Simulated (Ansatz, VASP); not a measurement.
# KF: VASP beside Ansatz

Contents of INCAR:

```
SYSTEM = KF
ALGO = Normal
EDIFF = 1E-6
ENCUT = 520
GGA = PS
ISIF = 2
ISMEAR = -1
LASPH = .True.
LCHARG = .True.
LELF = .True.
LREAL = .False.
LVHAR = .True.
LWAVE = .False.
NBANDS = 15
NELM = 60
PREC = Accurate
SIGMA = 0.01
```

Contents of KPOINTS:

```
k-points
0
Gamma
  9 9 9
  0 0 0
```

POSCAR

```
KF
1.0
    0.0000000000      2.6912058140      2.6912058140
    2.6912058140      0.0000000000      2.6912058140
    2.6912058140      2.6912058140      0.0000000000
K F
1 1
Direct
    0.0000000000      0.0000000000      0.0000000000
    0.5000000000      0.5000000000      0.5000000000
```

Input for Ansatz:

```yaml
crystal:
  lattice:
    - [0.0, 2.691205814, 2.691205814]
    - [2.691205814, 0.0, 2.691205814]
    - [2.691205814, 2.691205814, 0.0]
  atoms:
    - { symbol: K, position: [0.0, 0.0, 0.0] }
    - { symbol: F, position: [0.5, 0.5, 0.5] }
kpoints:
  mp_grid: { grid: [9, 9, 9] }
  band_path:
    path:
      - [0.0, 0.0, 0.0]
      - [0.5, 0.0, 0.5]
      - [0.625, 0.25, 0.625]
      - [0.375, 0.375, 0.75]
      - [0.0, 0.0, 0.0]
      - [0.5, 0.5, 0.5]
      - [0.5, 0.25, 0.75]
      - [0.5, 0.0, 0.5]
    npoints: 5
scf:
  occupations: { method: fermi_dirac, width: 0.01 }
hamiltonian:
  xc: pbesol
  pseudopotentials: { kind: all_electron, lapw: { basis_error: 0.001 } }
output:
  forces: true
  stress: true
  eigenvalues: true
```

Change from the starting cell: volume scaled by 1.02.

Alike in both runs: task single point; functional PBEsol; k mesh 9 × 9 × 9; occupations fermi-dirac, width 0.01 eV; no spin polarisation.

|  | VASP | Ansatz |
| --- | --- | --- |
| version | VASP 6.6.1 | Ansatz 0.2.0 |
| potentials or method | VASP PAW PBE potentials, release 64 (K_sv, F), cutoff 520 eV | all-electron LAPW, scalar-relativistic |

VASP gave:

* gap on the k mesh at the Fermi level (eV): 5.92
* pressure (GPa): -1.2

Which values does Ansatz return?

gap on the k mesh at the Fermi level (eV): 5.94; pressure (GPa): -1.3.

VASP's potentials were made for PBE, not for PBEsol. Ansatz ran all-electron here, and VASP with PAW potentials.
